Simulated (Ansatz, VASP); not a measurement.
One calculation of Pt, two programs

```xyz
1
Lattice="0.0000 1.9072 2.0287 1.9072 0.0000 2.0287 1.9072 1.9072 0.0000" Properties=species:S:1:pos:R:3 pbc="T T T"
Pt    0.0000    0.0000    0.0000
```

Alike in both runs: task single point; functional LDA; k mesh 22 × 22 × 22; occupations gaussian, width 0.15 eV; no spin polarisation.

|  | VASP | Ansatz |
| --- | --- | --- |
| version | VASP 6.6.1 | Ansatz 0.2.0 |
| potentials or method | VASP PAW LDA potentials, release 64 (Pt), cutoff 520 eV | scalar-relativistic, plane waves, PAW |
| valence electrons in the cell | 10 | 18 |

Ansatz gave:

| Property | Result |
| --- | --- |
| gap on the k mesh at the Fermi level (eV) | none |
| pressure (GPa) | 0.6 |
| traceless stress, the component that is largest in VASP (GPa) | -5.55 |

Problem. Which values does VASP return?

Solution. gap on the k mesh at the Fermi level (eV): none; pressure (GPa): 1.4; traceless stress, the component that is largest in VASP (GPa): -5.56.

LDA's correlation is that of Perdew and Zunger in VASP and of Perdew and Wang (1992) in Ansatz. A gap of «none» marks a metal or a gap that the smearing closes. VASP's potentials hold 10 valence electrons a cell and Ansatz's 18, so a difference there can come from the potentials and not from the codes.

Spin-orbit coupling is off throughout.
